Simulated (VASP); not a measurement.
A run of VASP 6.6.1:

INCAR

```
ALGO = Normal
EDIFF = 1E-6
ENCUT = 520
GGA = CA
ISIF = 2
ISMEAR = -1
LASPH = True
LCHARG = False
LREAL = False
LWAVE = False
NBANDS = 12
NELM = 60
PREC = Accurate
SIGMA = 0.1
```

KPOINTS

```
k-points
0
Gamma
  16 16 16
```

POSCAR

```
Ti
1.0
   -1.6255621612      1.6255621612      1.6255621612
    1.6255621612     -1.6255621612      1.6255621612
    1.6255621612      1.6255621612     -1.6255621612
Ti
1
Direct
    0.0000000000      0.0000000000      0.0000000000
```

Potentials or basis: VASP PAW LDA potentials, release 64 (Ti_sv).

Launch:

```sh
$ cat potpaw_LDA.64/Ti_sv/POTCAR > POTCAR
$ mpirun -np 1 vasp_std > vasp.out
```

Hardware: 1 thread of Intel(R) Xeon(R) 6975P-C (Granite Rapids) (shared host).

Estimate the wall time of this run.

It took 8.1 s on 1 thread of Intel(R) Xeon(R) 6975P-C (Granite Rapids), with other jobs on the host, peak memory 0.14 GiB. Counts: scf iterations 12, k points 145.
